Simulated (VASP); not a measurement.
# Cu (P4/mmm) in VASP: single point with LDA

Aim: the single point of Cu with LDA.

Everything below comes from runs of VASP 6.6.1. Logs are shortened: lines on timing, memory, paths and dates and some standing lists are left out, and cuts for length are marked.

## 1. The cell of the first run

Symmetry: P4/mmm, No. 123, tetragonal system. Conventional cell: a = 2.845 Å, b = 2.845 Å, c = 5.651 Å, α = 90.00°, β = 90.00°, γ = 90.00°. Within 3.7 Å of Cu (site symmetry 4/mmm) lie 4 Cu at 2.84 Å.

## 2. Single point, LDA

INCAR reads:

```
PREC = Accurate
ENCUT = 520
EDIFF = 1E-6
ISMEAR = -1
SIGMA = 0.05
LREAL = F
LASPH = T
NELM = 60
ALGO = Normal
ISIF = 2
LWAVE = F
LCHARG = F
NBANDS = 18
```

KPOINTS reads:

```
regular mesh
0
Gamma
  6 6 4
```

POSCAR reads:

```
Cu
1.0
    4.0229000000      0.0000000000      0.0000000000
    0.0000000000      4.0229000000      0.0000000000
    0.0000000000      0.0000000000      5.6506000000
Cu
2
Direct
    0.0000000000      0.0000000000      0.0000000000
    0.5000000000      0.5000000000      0.0000000000
```

Potentials or basis: VASP PAW LDA potentials, release 64 (Cu).

Run with:

```
$ cat potpaw_LDA.64/Cu/POTCAR > POTCAR
$ mpirun -np 1 vasp_std > vasp.out
```

OUTCAR:

```text
PREC = Accurate
   ENCUT = 520
   EDIFF = 1E-6
   ISMEAR = -1
   LREAL = F
   LASPH = T
   NELM = 60
   ISIF = 2

 ion  position               nearest neighbor table
   1  0.000  0.000  0.000-
   2  0.500  0.500  0.000-

  LATTYP: Found a simple tetragonal cell.
 ALAT       =     4.0229000000
 C/A-ratio  =     1.4046086157

  Lattice vectors:

 A1 = (   4.0229000000,   0.0000000000,   0.0000000000)
 A2 = (   0.0000000000,   4.0229000000,   0.0000000000)
 A3 = (   0.0000000000,   0.0000000000,   5.6506000000)

Analysis of symmetry for initial positions (statically):
=====================================================================
 Subroutine PRICEL returns following result:

  LATTYP: Found a simple tetragonal cell.
 ALAT       =     2.8446198700
 C/A-ratio  =     1.9864165541

  Lattice vectors:

 A1 = (   2.0114500000,  -2.0114500000,   0.0000000000)
 A2 = (   2.0114500000,   2.0114500000,   0.0000000000)
 A3 = (   0.0000000000,   0.0000000000,   5.6506000000)

   2 primitive cells build up your supercell.

 Routine SETGRP: Setting up the symmetry group for a
 simple tetragonal supercell.

 Subroutine GETGRP returns: Found 16 space group operations
 (whereof 16 operations were pure point group operations)
 out of a pool of 16 trial point group operations.

The static configuration has the point symmetry D_4h.

Analysis of symmetry for dynamics (positions and initial velocities):
=====================================================================
 Subroutine PRICEL returns following result:

  LATTYP: Found a simple tetragonal cell.
 ALAT       =     2.8446198700
 C/A-ratio  =     1.9864165541

  Lattice vectors:

 A1 = (   2.0114500000,  -2.0114500000,   0.0000000000)
 A2 = (   2.0114500000,   2.0114500000,   0.0000000000)
 A3 = (   0.0000000000,   0.0000000000,   5.6506000000)

   2 primitive cells build up your supercell.

 Routine SETGRP: Setting up the symmetry group for a
 simple tetragonal supercell.

 Subroutine GETGRP returns: Found 16 space group operations
 (whereof 16 operations were pure point group operations)
 out of a pool of 16 trial point group operations.

The dynamic configuration has the point symmetry D_4h.

 Subroutine INISYM returns: Found 16 space group operations
 (whereof 16 operations are pure point group operations),
 and found     2 'primitive' translations

----------------------------------------------------------------------------------------

                                     Primitive cell

  volume of cell :      45.7239

  direct lattice vectors                    reciprocal lattice vectors
     2.011450000 -2.011450000  0.000000000     0.248576897 -0.248576897  0.000000000
     2.011450000  2.011450000  0.000000000     0.248576897  0.248576897  0.000000000
     0.000000000  0.000000000  5.650600000     0.000000000  0.000000000  0.176972357

  length of vectors
     2.844619870  2.844619870  5.650600000     0.351540819  0.351540819  0.176972357

  position of ions in fractional coordinates (direct lattice)
     0.000000000  0.000000000  0.000000000

  ion indices of the primitive-cell ions
   primitive index   ion index
                 1           1

----------------------------------------------------------------------------------------

 KPOINTS: regular mesh

Automatic generation of k-mesh.
 Grid dimensions read from file:
 generate k-points for:    6    6    4

 Generating k-lattice:

  Cartesian coordinates                     Fractional coordinates (reciprocal lattice)
     0.041429483  0.000000000  0.000000000     0.166666667  0.000000000  0.000000000
     0.000000000  0.041429483  0.000000000     0.000000000  0.166666667  0.000000000
     0.000000000  0.000000000  0.044243089     0.000000000  0.000000000  0.250000000

  Length of vectors
     0.041429483  0.041429483  0.044243089

  Shift w.r.t. Gamma in fractional coordinates (k-lattice)
     0.000000000  0.000000000  0.000000000

 Subroutine IBZKPT returns following result:
 ===========================================

 Found     30 irreducible k-points:

 Following reciprocal coordinates:
            Coordinates               Weight
  0.000000  0.000000  0.000000      1.000000
  0.166667  0.000000  0.000000      4.000000
  0.333333  0.000000  0.000000      4.000000
  0.500000  0.000000  0.000000      2.000000
  0.166667  0.166667  0.000000      4.000000
  0.333333  0.166667  0.000000      8.000000
[... 16 lines left out ...]
  0.333333  0.000000  0.500000      4.000000
  0.500000  0.000000  0.500000      2.000000
 [... further k-points ...]
   k-points           NKPTS =     30   k-points in BZ     NKDIM =     30   number of bands    NBANDS=     18
   number of dos      NEDOS =    301   number of ions     NIONS =      2
   total plane-waves  NPLWV =  37800
   dimension x,y,z NGX =    30 NGY =   30 NGZ =   42
   dimension x,y,z NGXF=    60 NGYF=   60 NGZF=   84
   ions per type =               2
   NGX,Y,Z   is equivalent  to a cutoff of  12.40, 12.40, 12.36 a.u.
   NGXF,Y,Z  is equivalent  to a cutoff of  24.79, 24.79, 24.71 a.u.
 SYSTEM =  unknown system
   PREC   = accura    normal or accurate (medium, high low for compatibility)
   ISTART =      0    job   : 0-new  1-cont  2-samecut
   ICHARG =      2    charge: 1-file 2-atom 10-const
   ISPIN  =      1    spin polarized calculation?
   LNONCOLLINEAR =      F non collinear calculations
   LSORBIT =      F    spin-orbit coupling
   LASPH  =      T    aspherical Exc in radial PAW
   ENCUT  =  520.0 eV  38.22 Ry    6.18 a.u.   7.48  7.48 10.51*2*pi/ulx,y,z
   NELM   =     60;   NELMIN=  2; NELMDL= -5     # of ELM steps
   EDIFF  = 0.1E-05   stopping-criterion for ELM
   LREAL  =      F    real-space projection
   EDIFFG = 0.1E-04   stopping-criterion for IOM
   NSW    =      0    number of steps for IOM
   IBRION =     -1    ionic relax: 0-MD 1-quasi-New 2-CG
   NFREE  =      0    steps in history (QN), initial steepest desc. (CG)
   ISIF   =      2    stress and relaxation
   ISYM   =      2    0-nonsym 1-usesym 2-fastsym
   POTIM  = 0.5000    time-step for ionic-motion
   TEBEG  =    0.0;   TEEND  =   0.0 temperature during run
   PSTRESS=    0.0 pullay stress
   NELECT =      22.0000    total number of electrons
   NUPDOWN=      -1.0000    fix difference up-down
   EMIN   =  10.00;   EMAX   =-10.00  energy-range for DOS
   EFERMI =   0.00;   METHOD = LEGACY
   ISMEAR =    -1;   SIGMA  =   0.05  broadening in eV -4-tet -1-fermi 0-gaus
   EFERMI_NEDOS =   21; number of points for ismear=-14 and -15
   IALGO  =     38    algorithm
   IMIX   =      4    mixing-type and parameters
     AMIX     =   0.40;   BMIX     =  1.00
     AMIX_MAG =   1.60;   BMIX_MAG =  1.00
  volume/ion in A,a.u.               =      45.72       308.56
  Fermi-wavevector in a.u.,A,eV,Ry     =   1.018180  1.924082 14.105040  1.036691
  Thomas-Fermi vector in A             =   2.151623
   LORBIT       =      0    0 simple, 1 ext, 2 COOP (PROOUT), +10 PAW based schemes
   GGA     = CA    functional components
   LHFCALC =     F    Hartree Fock is set to
   AEXX    =    0.0000 exact exchange contribution
   IVDW    =     0    specifies the selected vdW correction
   LEPSILON=     F    determine dielectric tensor
   LRPA    =     F    only Hartree local field effects (RPA)
 non-spin polarized calculation
  energy-cutoff  :      520.00
  volume of cell :       91.45
 maximum number of plane-waves:      2486
 NGX is ok and might be reduce to    30
   NGX = 15   NGY = 15   NGZ = 21

 number of electron      22.0000012 magnetization

 Free energy of the ion-electron system (eV)
  ---------------------------------------------------
  ext. energy  EPLUGINS =         0.00000000
  ---------------------------------------------------
  free energy    TOTEN  =        -4.90438615 eV

  energy without entropy =       -4.89659011  energy(sigma->0) =       -4.90048813

 E-fermi :  -2.2121     XC(G=0):  -6.3084

 val. band max:       -2.2622312564   @ k =   0.5000   0.1667   0.5000
 cond. band min:      -1.5933027213   @ k =   0.5000   0.3333   0.0000
 fundamental gap:      0.6689285352
 Fermi energy:        -2.2120531686

 k-point     1 :       0.0000    0.0000    0.0000
  band No.  band energies     occupation
      1      -5.6107      2.00000
      2      -3.8729      2.00000
      3      -3.8550      2.00000
      4      -3.2353      2.00000
      5      -3.2353      2.00000
      6      -3.1839      2.00000
[... 10 lines left out ...]
     17       7.2756      0.00000
     18       8.4488      0.00000

 k-point     2 :       0.1667    0.0000    0.0000
  band No.  band energies     occupation
      1      -5.3415      2.00000
      2      -3.8124      2.00000
      3      -3.7815      2.00000
      4      -3.2289      2.00000
      5      -3.2048      2.00000
      6      -3.1481      2.00000
[... 10 lines left out ...]
     17       7.2537      0.00000
     18       8.5111      0.00000

 k-point     3 :       0.3333    0.0000    0.0000
  band No.  band energies     occupation
      1      -4.5625      2.00000
      2      -3.6322      2.00000
      3      -3.6058      2.00000
      4      -3.1999      2.00000
      5      -3.1216      2.00000
      6      -3.0570      2.00000
[... 10 lines left out ...]
     17       6.5557      0.00000
     18       7.1421      0.00000

 k-point     4 :       0.5000    0.0000    0.0000
  band No.  band energies     occupation
      1      -3.6248      2.00000
      2      -3.6248      2.00000
      3      -3.3422      2.00000
      4      -3.3422      2.00000
      5      -3.1278      2.00000
      6      -3.1278      2.00000
[... 375 lines left out ...]
      4      -3.2343      2.00000
      5      -3.2083      2.00000
      6      -3.0499      2.00000
[... 10 lines left out ...]
     17       7.4923      0.00000
     18       8.8578      0.00000

 k-point    23 :       0.3333    0.0000    0.5000
  band No.  band energies     occupation
      1      -4.4754      2.00000
      2      -3.6319      2.00000
      3      -3.6014      2.00000
      4      -3.2098      2.00000
      5      -3.1244      2.00000
      6      -3.0241      2.00000
[... 10 lines left out ...]
     17       8.2860      0.00000
     18       8.5097      0.00000

 k-point    24 :       0.5000    0.0000    0.5000
  band No.  band energies     occupation
      1      -3.5915      2.00000
      2      -3.5915      2.00000
      3      -3.3417      2.00000
      4      -3.3417      2.00000
      5      -3.1445      2.00000
      6      -3.1445      2.00000
[... 10 lines left out ...]
     17       7.8626      0.00000
     18       7.8626      0.00000

 [... further k-points ...]
[... 5 lines left out ...]
  --------------------------------------------------------------------------------------
  -------------------------------------------------------------------------------------
  Total       -6.1194649     -6.1194649     -0.2216023      0.0000000      0.0000000      0.0000000
  in kB     -107.2138748   -107.2138748     -3.8825034      0.0000000      0.0000000      0.0000000
  external PRESSURE =     -72.7700843 kB  Pullay stress =       0.0000000 kB

 VOLUME and BASIS-vectors are now :
 -----------------------------------------------------------------------------
  energy-cutoff  :      520.00
  volume of cell :       91.45
      direct lattice vectors                 reciprocal lattice vectors
     4.022900000  0.000000000  0.000000000     0.248576897  0.000000000  0.000000000
     0.000000000  4.022900000  0.000000000     0.000000000  0.248576897  0.000000000
     0.000000000  0.000000000  5.650600000     0.000000000  0.000000000  0.176972357

 POSITION                                       TOTAL-FORCE (eV/Angst)
 -----------------------------------------------------------------------------------
      0.00000      0.00000      0.00000         0.000000      0.000000     -0.000000
      2.01145      2.01145      0.00000        -0.000000     -0.000000      0.000000
 -----------------------------------------------------------------------------------
    total drift:                                0.000000      0.000000      0.000000

  FREE ENERGIE OF THE ION-ELECTRON SYSTEM (eV)
  ---------------------------------------------------
  free  energy   TOTEN  =        -4.9043861537 eV

  energy  without entropy=       -4.8965901140  energy(sigma->0) =       -4.90048813
```

Wall time 28 s (1 thread of AMD EPYC 7R13 (Zen 3), shared host); peak memory 0.14 GiB.

What came out:

```
Free energy            : -4.9044 eV
Pressure               : -7.3 GPa
Band gap on the k mesh : zero (band 11 reaches -0.25 eV, above the bottom of band 12 at -2.62 eV)
```

Stress tensor (GPa, compression positive):
```
-10.72   0.00   0.00
  0.00 -10.72   0.00
  0.00   0.00  -0.39
```

Levels at points of the mesh, in eV from the Fermi level:
```csv
k point,band 8,band 9,band 10,band 11,band 12,band 13,band 14,band 15
"(0.00, 0.00, 0.00)",-0.58,-0.58,-0.51,-0.28,2.96,5.46,5.46,5.50
"(0.50, 0.00, 0.00)",-0.80,-0.80,-0.80,-0.41,-0.41,5.62,5.62,7.64
"(0.50, 0.50, 0.00)",-0.70,-0.53,-0.53,1.84,1.84,2.12,2.12,6.83
"(0.00, 0.00, 0.50)",-0.58,-0.58,-0.51,-0.28,1.58,5.55,5.55,6.90
"(0.50, 0.00, 0.50)",-0.80,-0.79,-0.79,-0.29,-0.29,4.18,4.18,8.69
"(0.50, 0.50, 0.50)",-0.67,-0.53,-0.53,1.96,1.96,2.26,2.26,5.65
```
